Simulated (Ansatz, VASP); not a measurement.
# One calculation of Na, two programs

```
CELL_PARAMETERS angstrom
3.59330 0.00000 0.00000
-1.79665 3.11189 0.00000
0.00000 0.00000 3.35749
ATOMIC_POSITIONS crystal
Na 0.00000 0.00000 0.00000
```

Alike in both runs: task relaxation of cell and atoms; functional PBE; k mesh 18 × 18 × 16; occupations gaussian, width 0.1 eV; no spin polarisation.

|  | VASP | Ansatz |
| --- | --- | --- |
| version | VASP 6.6.1 | Ansatz 0.2.0 |
| potentials or method | VASP PAW PBE potentials, release 64 (Na_pv), cutoff 600 eV | scalar-relativistic, plane waves, PAW |
| valence electrons in the cell | 7 | 9 |

|  | VASP | Ansatz | Ansatz less VASP |
| --- | --- | --- | --- |
| gap on the k mesh at the Fermi level, each at its own relaxed structure (eV) | none | none | - |
| relaxed volume (Å³/atom) | 38.15 | 38.36 | +0.208 |
| relaxed length of the cell vector where the two differ most in proportion (Å) | 3.378 | 3.386 | +0.0085 |

A gap of «none» marks a metal or a gap that the smearing closes. VASP's potentials hold 7 valence electrons a cell and Ansatz's 9, so a difference there can come from the potentials and not from the codes.
